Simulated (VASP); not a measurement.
# SnO2 in VASP: further runs

Runs on SnO2. Level: LDA. Tasks: single point, relaxation of cell and atoms.

Program: VASP 6.6.1. These are calculated values, not measurements. Logs are shortened: lines on timing, memory, paths and dates and some standing lists are left out, and cuts for length are marked.

## (1) The cell of the first run

The typed cell holds 6 atoms: a = 4.838 Å, b = 4.839 Å, c = 3.222 Å, α = 90.00°, β = 90.00°, γ = 90.00°.

## (2) Single point, LDA (12.57 Å³/atom)

INCAR

```
PREC = Accurate
ENCUT = 520
EDIFF = 1E-6
ISMEAR = 0
SIGMA = 0.02
LREAL = False
LASPH = True
NELM = 80
ALGO = Normal
ISIF = 2
LWAVE = False
LCHARG = False
NBANDS = 35
```

KPOINTS

```
regular mesh
0
Gamma
  6 6 8
```

POSCAR

```
SnO2
1.0
    4.8383119962      0.0000000000      0.0000000000
    0.0000000000      4.8387597951      0.0000000000
    0.0000000000      0.0000000000      3.2215344381
Sn O
2 4
Direct
    0.5000000000      0.5000000000      0.5000000000
    0.0000000000      0.0000000000      0.0000000000
    0.3073229934      0.3074689794      0.0000000000
    0.8073229934      0.1925310206      0.5000000000
    0.1926770066      0.8074689794      0.5000000000
    0.6926770066      0.6925310206      0.0000000000
```

Potentials or basis: VASP PAW LDA potentials, release 64 (Sn_d, O).

The run is started by

```sh
$ cat potpaw_LDA.64/Sn_d/POTCAR potpaw_LDA.64/O/POTCAR > POTCAR
$ mpirun -np 1 vasp_std > vasp.out
```

OUTCAR:

```text
PREC = Accurate
   ENCUT = 520
   EDIFF = 1E-6
   ISMEAR = 0
   LREAL = False
   LASPH = True
   NELM = 80
   ISIF = 2

 ion  position               nearest neighbor table
   1  0.500  0.500  0.500-   3 2.08   6 2.08   3 2.08   6 2.08   5 2.10   4 2.10
   2  0.000  0.000  0.000-   4 2.08   5 2.08   4 2.08   5 2.08   3 2.10   6 2.10
   3  0.307  0.307  0.000-   1 2.08   1 2.08   2 2.10
   4  0.807  0.193  0.500-   2 2.08   2 2.08   1 2.10
   5  0.193  0.807  0.500-   2 2.08   2 2.08   1 2.10
   6  0.693  0.693  0.000-   1 2.08   1 2.08   2 2.10

  LATTYP: Found a simple orthorhombic cell.
 ALAT       =     3.2215344381
 B/A-ratio  =     1.5018656759
 C/A-ratio  =     1.5020046776

  Lattice vectors:

 A1 = (   0.0000000000,   0.0000000000,   3.2215344381)
 A2 = (   4.8383119962,   0.0000000000,   0.0000000000)
 A3 = (   0.0000000000,   4.8387597951,   0.0000000000)

Analysis of symmetry for initial positions (statically):
=====================================================================
 Subroutine PRICEL returns:
 Original cell was already a primitive cell.

 Routine SETGRP: Setting up the symmetry group for a
 simple orthorhombic supercell.

 Subroutine GETGRP returns: Found  8 space group operations
 (whereof  4 operations were pure point group operations)
 out of a pool of  8 trial point group operations.

The static configuration has the point symmetry C_2h.
 The point group associated with its full space group is D_2h.

Analysis of symmetry for dynamics (positions and initial velocities):
=====================================================================
 Subroutine PRICEL returns:
 Original cell was already a primitive cell.

 Routine SETGRP: Setting up the symmetry group for a
 simple orthorhombic supercell.

 Subroutine GETGRP returns: Found  8 space group operations
 (whereof  4 operations were pure point group operations)
 out of a pool of  8 trial point group operations.

The dynamic configuration has the point symmetry C_2h.
 The point group associated with its full space group is D_2h.

 Subroutine INISYM returns: Found  8 space group operations
 (whereof  4 operations are pure point group operations),
 and found     1 'primitive' translations

----------------------------------------------------------------------------------------

                                     Primitive cell

  volume of cell :      75.4207

  direct lattice vectors                    reciprocal lattice vectors
     4.838311996  0.000000000  0.000000000     0.206683653  0.000000000  0.000000000
     0.000000000  4.838759795  0.000000000     0.000000000  0.206664526  0.000000000
     0.000000000  0.000000000  3.221534438     0.000000000  0.000000000  0.310411085

  length of vectors
     4.838311996  4.838759795  3.221534438     0.206683653  0.206664526  0.310411085

  position of ions in fractional coordinates (direct lattice)
     0.500000000  0.500000000  0.500000000
     0.000000000  0.000000000  0.000000000
     0.307322993  0.307468979  0.000000000
     0.807322993  0.192531021  0.500000000
     0.192677007  0.807468979  0.500000000
     0.692677007  0.692531021  0.000000000

  ion indices of the primitive-cell ions
   primitive index   ion index
                 1           1
                 2           2
                 3           3
                 4           4
                 5           5
                 6           6

----------------------------------------------------------------------------------------

 KPOINTS: regular mesh

Automatic generation of k-mesh.
 Grid dimensions read from file:
 generate k-points for:    6    6    8

 Generating k-lattice:

  Cartesian coordinates                     Fractional coordinates (reciprocal lattice)
     0.034447276  0.000000000  0.000000000     0.166666667  0.000000000  0.000000000
     0.000000000  0.034444088  0.000000000     0.000000000  0.166666667  0.000000000
     0.000000000  0.000000000  0.038801386     0.000000000  0.000000000  0.125000000

  Length of vectors
     0.034447276  0.034444088  0.038801386

  Shift w.r.t. Gamma in fractional coordinates (k-lattice)
     0.000000000  0.000000000  0.000000000

 Subroutine IBZKPT returns following result:
 ===========================================

 Found     80 irreducible k-points:

 Following reciprocal coordinates:
            Coordinates               Weight
  0.000000  0.000000  0.000000      1.000000
  0.166667  0.000000  0.000000      2.000000
  0.333333  0.000000  0.000000      2.000000
  0.500000  0.000000  0.000000      1.000000
  0.000000  0.166667  0.000000      2.000000
  0.166667  0.166667  0.000000      4.000000
[... 16 lines left out ...]
  0.333333  0.166667  0.125000      8.000000
  0.500000  0.166667  0.125000      4.000000
 [... further k-points ...]
   k-points           NKPTS =     80   k-points in BZ     NKDIM =     80   number of bands    NBANDS=     35
   number of dos      NEDOS =    301   number of ions     NIONS =      6
   total plane-waves  NPLWV =  31104
   dimension x,y,z NGX =    36 NGY =   36 NGZ =   24
   dimension x,y,z NGXF=    72 NGYF=   72 NGZF=   48
   ions per type =               2   4
   NGX,Y,Z   is equivalent  to a cutoff of  12.37, 12.37, 12.39 a.u.
   NGXF,Y,Z  is equivalent  to a cutoff of  24.74, 24.74, 24.77 a.u.
 SYSTEM =  unknown system
   PREC   = accura    normal or accurate (medium, high low for compatibility)
   ISTART =      0    job   : 0-new  1-cont  2-samecut
   ICHARG =      2    charge: 1-file 2-atom 10-const
   ISPIN  =      1    spin polarized calculation?
   LNONCOLLINEAR =      F non collinear calculations
   LSORBIT =      F    spin-orbit coupling
   LASPH  =      T    aspherical Exc in radial PAW
   ENCUT  =  520.0 eV  38.22 Ry    6.18 a.u.   9.00  9.00  5.99*2*pi/ulx,y,z
   NELM   =     80;   NELMIN=  2; NELMDL= -5     # of ELM steps
   EDIFF  = 0.1E-05   stopping-criterion for ELM
   LREAL  =      F    real-space projection
   EDIFFG = 0.1E-04   stopping-criterion for IOM
   NSW    =      0    number of steps for IOM
   IBRION =     -1    ionic relax: 0-MD 1-quasi-New 2-CG
   NFREE  =      0    steps in history (QN), initial steepest desc. (CG)
   ISIF   =      2    stress and relaxation
   ISYM   =      2    0-nonsym 1-usesym 2-fastsym
   POTIM  = 0.5000    time-step for ionic-motion
   TEBEG  =    0.0;   TEEND  =   0.0 temperature during run
   PSTRESS=    0.0 pullay stress
   NELECT =      52.0000    total number of electrons
   NUPDOWN=      -1.0000    fix difference up-down
   EMIN   =  10.00;   EMAX   =-10.00  energy-range for DOS
   EFERMI =   0.00;   METHOD = LEGACY
   ISMEAR =     0;   SIGMA  =   0.02  broadening in eV -4-tet -1-fermi 0-gaus
   EFERMI_NEDOS =   21; number of points for ismear=-14 and -15
   IALGO  =     38    algorithm
   IMIX   =      4    mixing-type and parameters
     AMIX     =   0.40;   BMIX     =  1.00
     AMIX_MAG =   1.60;   BMIX_MAG =  1.00
  volume/ion in A,a.u.               =      12.57        84.83
  Fermi-wavevector in a.u.,A,eV,Ry     =   1.446258  2.733031 28.458783  2.091662
  Thomas-Fermi vector in A             =   2.564347
   LORBIT       =      0    0 simple, 1 ext, 2 COOP (PROOUT), +10 PAW based schemes
   GGA     = CA    functional components
   LHFCALC =     F    Hartree Fock is set to
   AEXX    =    0.0000 exact exchange contribution
   IVDW    =     0    specifies the selected vdW correction
   LEPSILON=     F    determine dielectric tensor
   LRPA    =     F    only Hartree local field effects (RPA)
 non-spin polarized calculation
 Gauss-broadening in eV      SIGMA  =   0.02
  energy-cutoff  :      520.00
  volume of cell :       75.42
 maximum number of plane-waves:      2068
 NGX is ok and might be reduce to    36
   NGX = 17   NGY = 17   NGZ = 11

 number of electron      52.0000004 magnetization

 Free energy of the ion-electron system (eV)
  ---------------------------------------------------
  ext. energy  EPLUGINS =         0.00000000
  ---------------------------------------------------
  free energy    TOTEN  =       -42.16467423 eV

  energy without entropy =      -42.16467423  energy(sigma->0) =      -42.16467423

 E-fermi :   5.3577     XC(G=0): -11.5198

 val. band max:        5.2463834954   @ k =   0.0000   0.0000   0.0000
 cond. band min:       5.8626331542   @ k =   0.0000   0.0000   0.0000
 fundamental gap:      0.6162496589
 Fermi energy:         5.3577088793

 k-point     1 :       0.0000    0.0000    0.0000
  band No.  band energies     occupation
      1     -15.6848      2.00000
      2     -15.0644      2.00000
      3     -14.8299      2.00000
      4     -14.8126      2.00000
      5     -14.8125      2.00000
      6     -14.7185      2.00000
[... 27 lines left out ...]
     34      16.3839      0.00000
     35      17.1549      0.00000

 k-point     2 :       0.1667    0.0000    0.0000
  band No.  band energies     occupation
      1     -15.6490      2.00000
      2     -15.1036      2.00000
      3     -14.8285      2.00000
      4     -14.8112      2.00000
      5     -14.8111      2.00000
      6     -14.7464      2.00000
[... 27 lines left out ...]
     34      16.4666      0.00000
     35      17.1314      0.00000

 k-point     3 :       0.3333    0.0000    0.0000
  band No.  band energies     occupation
      1     -15.5459      2.00000
      2     -15.2247      2.00000
      3     -14.8236      2.00000
      4     -14.8082      2.00000
      5     -14.8081      2.00000
      6     -14.7893      2.00000
[... 27 lines left out ...]
     34      16.8146      0.00000
     35      17.1192      0.00000
[... 723 lines left out ...]
 k-point    23 :       0.3333    0.1667    0.1250
  band No.  band energies     occupation
      1     -15.4813      2.00000
      2     -15.2234      2.00000
      3     -14.9335      2.00000
      4     -14.9232      2.00000
      5     -14.7881      2.00000
      6     -14.7513      2.00000
[... 27 lines left out ...]
     34      16.9332      0.00000
     35      17.0776      0.00000

 k-point    24 :       0.5000    0.1667    0.1250
  band No.  band energies     occupation
      1     -15.3623      2.00000
      2     -15.3623      2.00000
      3     -14.9288      2.00000
      4     -14.9288      2.00000
      5     -14.7710      2.00000
      6     -14.7710      2.00000
[... 27 lines left out ...]
     34      16.9274      0.00000
     35      17.1165      0.00000

 [... further k-points ...]
[... 5 lines left out ...]
  --------------------------------------------------------------------------------------
  -------------------------------------------------------------------------------------
  Total       -4.4308969     -4.4322644     -4.2711849      0.0000000      0.0000000      0.0000000
  in kB      -94.1264147    -94.1554646    -90.7336202      0.0000000      0.0000000      0.0000000
  external PRESSURE =     -93.0051665 kB  Pullay stress =       0.0000000 kB

 VOLUME and BASIS-vectors are now :
 -----------------------------------------------------------------------------
  energy-cutoff  :      520.00
  volume of cell :       75.42
      direct lattice vectors                 reciprocal lattice vectors
     4.838311996  0.000000000  0.000000000     0.206683653  0.000000000  0.000000000
     0.000000000  4.838759795  0.000000000     0.000000000  0.206664526  0.000000000
     0.000000000  0.000000000  3.221534438     0.000000000  0.000000000  0.310411085

 POSITION                                       TOTAL-FORCE (eV/Angst)
 -----------------------------------------------------------------------------------
      2.41916      2.41938      1.61077         0.000000      0.000000      0.000000
      0.00000      0.00000      0.00000         0.000000      0.000000      0.000000
      1.48692      1.48777      0.00000        -0.018882     -0.019567      0.000000
      3.90608      0.93161      1.61077        -0.018882      0.019567      0.000000
      0.93223      3.90715      1.61077         0.018882     -0.019567     -0.000000
      3.35139      3.35099      0.00000         0.018882      0.019567     -0.000000
 -----------------------------------------------------------------------------------
    total drift:                                0.000000      0.000000      0.000000

  FREE ENERGIE OF THE ION-ELECTRON SYSTEM (eV)
  ---------------------------------------------------
  free  energy   TOTEN  =       -42.1646742314 eV

  energy  without entropy=      -42.1646742314  energy(sigma->0) =      -42.16467423
```

It took 3.1 min on 1 thread of Intel Xeon Platinum 8259CL at 2.50GHz (Skylake/Cascade Lake), shared host; peak memory 0.27 GiB.

What came out:

```
Free energy            : -42.1647 eV
Pressure               : -9.3 GPa
Largest force          : 0.027 eV/Å
Band gap on the k mesh : 0.62 eV
```

Forces in eV/Å, atoms in the order of the input:
```
Sn   0.000  0.000  0.000
Sn   0.000  0.000  0.000
O   -0.019 -0.020  0.000
O   -0.019  0.020  0.000
O    0.019 -0.020  0.000
O    0.019  0.020  0.000
```

Caveat: the cell stands under tension; spin-orbit coupling is left out, which moves the levels of the heavy elements.

## (3) Single point, LDA (13.04 Å³/atom)

This run uses another cell than the first one, of 13.04 Å³/atom.

INCAR

```
SYSTEM = SnO2
PREC = Accurate
ENCUT = 520
EDIFF = 1E-6
ISMEAR = 0
SIGMA = 0.02
LREAL = .False.
LASPH = .True.
NELM = 60
ALGO = Normal
ISIF = 2
LWAVE = .False.
LCHARG = .False.
GGA = CA
NBANDS = 35
```

KPOINTS

```
Automatic mesh
0
Gamma
  6 6 8
  0 0 0
```

POSCAR

```
SnO2
1.0
    4.9196377623      0.0000000000      0.0000000000
    0.0000000000      4.9196521036      0.0000000000
    0.0000000000      0.0000000000      3.2337765918
Sn O
2 4
Direct
    0.5000000000      0.5000000000      0.5000000000
    0.0000000000      0.0000000000      0.0000000000
    0.3087631573      0.3087694336      0.0000000000
    0.8087631573      0.1912305664      0.5000000000
    0.1912368427      0.8087694336      0.5000000000
    0.6912368427      0.6912305664      0.0000000000
```

Potentials or basis: VASP PAW LDA potentials, release 64 (Sn_d, O).

The run is started by

```sh
$ cat potpaw_LDA.64/Sn_d/POTCAR potpaw_LDA.64/O/POTCAR > POTCAR
$ mpirun -np 1 vasp_std > vasp.out
```

Wall time 1.9 min (1 thread of Intel Xeon Platinum 8259CL at 2.50GHz (Skylake/Cascade Lake), shared host); peak memory 0.23 GiB.

The run converged. Its results:

```yaml
Free_energy: -41.9557 eV
Pressure: -14.1 GPa
Largest_force: 0.035 eV/Å
Band_gap_on_the_k_mesh: 0.32 eV
```

Forces on the atoms (eV/Å):
```
Sn   0.000  0.000  0.000
Sn   0.000  0.000  0.000
O   -0.025 -0.025  0.000
O   -0.025  0.025  0.000
O    0.025 -0.025  0.000
O    0.025  0.025  0.000
```

Stress tensor (GPa, compression positive):
```
-14.26   0.00   0.00
  0.00 -14.26   0.00
  0.00   0.00 -13.76
```

Levels at points of the mesh, in eV from the valence-band top:
```csv
k point,band 23,band 24,band 25,band 26,band 27,band 28,band 29,band 30
"(0.00, 0.00, 0.00)",-1.25,-0.75,-0.75,0.00,0.32,5.24,5.78,5.78
"(0.50, 0.00, 0.00)",-1.21,-1.21,-0.63,-0.63,3.42,3.42,6.46,6.46
"(0.50, 0.50, 0.00)",-1.31,-1.31,-0.86,-0.86,3.78,3.78,6.76,6.76
"(0.00, 0.00, 0.50)",-1.46,-1.46,-1.16,-1.16,5.10,5.10,8.84,8.84
"(0.50, 0.00, 0.50)",-1.00,-1.00,-0.82,-0.82,5.33,5.33,7.01,7.01
"(0.50, 0.50, 0.50)",-0.95,-0.95,-0.77,-0.77,3.95,3.95,8.03,8.03
```

Caveat: the cell stands under tension; spin-orbit coupling is left out, which moves the levels of the heavy elements.

## (4) Relaxation of cell and atoms, LDA, target pressure 5 GPa, at which the enthalpy is minimised

This run uses another cell than the first one, of 11.58 Å³/atom.

INCAR

```
PREC     = Accurate       # precision mode
ENCUT    = 600            # plane-wave cutoff, eV
EDIFF    = 1E-6           # SCF threshold, eV
ISMEAR   = 0              # smearing method
SIGMA    = 0.02           # smearing width, eV
LREAL    = False          # projectors in reciprocal space
LASPH    = True           # aspherical terms in the spheres
NELM     = 60             # most SCF steps
ALGO     = Normal         # electronic algorithm
ISIF     = 3              # what is computed and relaxed
LWAVE    = False          # write WAVECAR
LCHARG   = False          # write CHGCAR
IBRION   = 2              # ionic algorithm
NSW      = 70             # ionic steps
EDIFFG   = -0.008         # ionic threshold
PSTRESS  = 50.0
```

KPOINTS

```
Automatic mesh
0
Gamma
  6 6 8
```

POSCAR

```
SnO2
1.0
    4.6827992747      0.0000000000      0.0000000000
    0.0000000000      4.6807027553      0.0000000000
    0.0000000000      0.0000000000      3.1701906997
Sn O
2 4
Direct
    0.5000000000      0.5000000000      0.5000000000
    0.0000000000      0.0000000000      0.0000000000
    0.3060052295      0.3058429145      0.0000000000
    0.8060052295      0.1941570855      0.5000000000
    0.1939947705      0.8058429145      0.5000000000
    0.6939947705      0.6941570855      0.0000000000
```

The run is started by

```sh
$ cat potpaw_LDA.64/Sn_d/POTCAR potpaw_LDA.64/O/POTCAR > POTCAR
$ mpirun -np 1 vasp_std > vasp.out
```

It took 4.9 min on 1 thread of AMD EPYC 9R45 (Zen 5), shared host; peak memory 0.27 GiB.

Results (log left out):

```yaml
Free_energy: -42.2618 eV
Relaxed_volume: 11.63 Å³/atom
Relaxed_cell: a = 4.683 Å, b = 4.682 Å, c = 3.182 Å, α = 90.00°, β = 90.00°, γ = 90.00°
Space_group_after_relaxing_to_0.1_Å: P4_2/mnm (No. 136)
Energy_change_on_relaxing_the_run_minimises_the_enthalpy: -1.8 meV/atom
Ionic_steps: 8
Pressure_after_relaxing: 5.1 GPa
Band_gap_on_the_k_mesh: 1.41 eV
```

Step by step:
```tsv
step	energy change (eV)	largest force (eV/Å)	pressure (GPa)	volume (Å³)
1	0.0000	0.0666	6.24	69.49
2	-0.0259	0.0787	2.91	70.39
3	-0.0131	0.0073	4.87	69.85
4	-0.0115	0.0091	5.03	69.79
5	-0.0113	0.0094	5.02	69.79
6	-0.0111	0.0122	5.05	69.78
7	-0.0113	0.0106	4.99	69.78
8	-0.0110	0.0003	5.06	69.78
```

Final structure:
```yaml
crystal:
  lattice:
    - [4.68305, 0.00000, 0.00000]
    - [0.00000, 4.68182, 0.00000]
    - [0.00000, 0.00000, 3.18243]
  atoms:
    - { symbol: Sn, position: [0.50000, 0.50000, 0.50000] }
    - { symbol: Sn, position: [0.00000, 0.00000, 0.00000] }
    - { symbol: O, position: [0.30581, 0.30565, 0.00000] }
    - { symbol: O, position: [0.80581, 0.19435, 0.50000] }
    - { symbol: O, position: [0.19419, 0.80565, 0.50000] }
    - { symbol: O, position: [0.69419, 0.69435, 0.00000] }
```

Levels at points of the mesh, in eV from the valence-band top:
```tsv
k point	band 23	band 24	band 25	band 26	band 27	band 28	band 29	band 30
(0.00, 0.00, 0.00)	-1.28	-0.82	-0.82	0.00	1.41	6.10	6.14	6.14
(0.50, 0.00, 0.00)	-1.24	-1.24	-0.66	-0.66	4.56	4.56	6.91	6.91
(0.00, 0.50, 0.00)	-1.24	-1.24	-0.66	-0.66	4.56	4.56	6.91	6.91
(0.50, 0.50, 0.00)	-1.37	-1.37	-0.92	-0.92	4.95	4.95	7.45	7.45
(0.00, 0.00, 0.50)	-1.79	-1.79	-1.31	-1.31	6.30	6.30	9.70	9.70
(0.50, 0.00, 0.50)	-1.17	-1.17	-0.68	-0.68	6.59	6.59	8.10	8.10
(0.00, 0.50, 0.50)	-1.17	-1.17	-0.68	-0.68	6.59	6.59	8.10	8.10
(0.50, 0.50, 0.50)	-1.00	-1.00	-0.86	-0.86	4.92	4.92	8.76	8.76
```

Caveat: the cell is relaxed towards a set pressure, so the run minimises the enthalpy, not the energy; spin-orbit coupling is left out, which moves the levels of the heavy elements.

(Part 1 of 2 ends here.)
